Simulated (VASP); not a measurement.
A run of VASP 6.6.1 is set up as follows.

INCAR

```
SYSTEM = MgO
PREC = Accurate ; ENCUT = 520
EDIFF = 1E-6 ; ISMEAR = 0
SIGMA = 0.05 ; LREAL = .FALSE.
LASPH = .TRUE. ; NELM = 60
ALGO = Normal ; ISIF = 2
LWAVE = .FALSE. ; LCHARG = .FALSE.
GGA = PS ; NBANDS = 26
```

The input KPOINTS:

```
Automatic mesh
0
G
  6 6 6
  0 0 0
```

Contents of POSCAR:

```
MgO
1.0
    4.2703000000      0.0000000000      0.0000000000
    0.0000000000     -4.2703000000      0.0000000000
    0.0000000000      0.0000000000     -4.2703000000
Mg O
4 4
Direct
   -0.0331174288      0.5331174288      0.5000000000
    0.5000000000      0.0000000000      0.5000000000
    0.5000000000      0.5000000000      0.0000000000
    0.0000000000      0.0000000000      0.0000000000
    0.5000000000      0.0000000000      0.0000000000
    0.0000000000      0.5000000000      0.0000000000
    0.0000000000      0.0000000000      0.5000000000
    0.5000000000      0.5000000000      0.5000000000
```

Potentials or basis: VASP PAW PBE potentials, release 64 (Mg, O).

The run is started by

```sh
$ cat potpaw_PBE.64/Mg/POTCAR potpaw_PBE.64/O/POTCAR > POTCAR
$ mpirun -np 1 vasp_std > vasp.out
```

(1) Estimate the largest force.

(2) What does it give for the pressure?

Results:

(1) 1.778 eV/Å.

(2) -5.3 GPa.

Caveat: the cell differs from its parent crystal (atom 1 (Mg) moved -0.200 Å along Cartesian [1 1 0]); the PAW data sets were made with another functional, which shifts forces and pressure a little.
